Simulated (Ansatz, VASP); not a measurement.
## SnO2: VASP beside Ansatz

```
CELL_PARAMETERS angstrom
4.73800 0.00000 0.00000
0.00000 4.73800 0.00000
0.00000 0.00000 3.18650
ATOMIC_POSITIONS crystal
Sn 0.00000 0.00000 0.00000
Sn 0.50000 0.50000 0.50000
O 0.30540 0.30540 0.00000
O 0.19460 0.80540 0.50000
O 0.69460 0.69460 0.00000
O 0.80540 0.19460 0.50000
```

Alike in both runs: functional PBE; k mesh 7 × 7 × 9; occupations fermi-dirac, width 0.02 eV; no spin polarisation.

Ansatz relaxed the structure, and its values are those at the end. VASP's run is a single point on that final structure, the one shown.

```csv
,VASP,Ansatz
version,VASP 6.6.1,Ansatz 0.2.0
potentials or method,"VASP PAW PBE potentials, release 64 (Sn_d, O)","plane-wave PAW, scalar-relativistic"
plane-wave cutoff (eV),520,420
valence electrons in the cell,52,52
```

|  | VASP | Ansatz | Ansatz less VASP |
| --- | --- | --- | --- |
| gap on the k mesh at the Fermi level (eV) | 1.24 | 1.24 | +0.010 |
| pressure (GPa) | 11.4 | 10.7 | -0.72 |
| rms of the force components (eV/Å) | 0.007 | 0.000 | -0.0067 |

With one functional, cell and mesh, what is left measures potentials, basis and numerics. Ansatz's warnings: stress scf threshold loose.
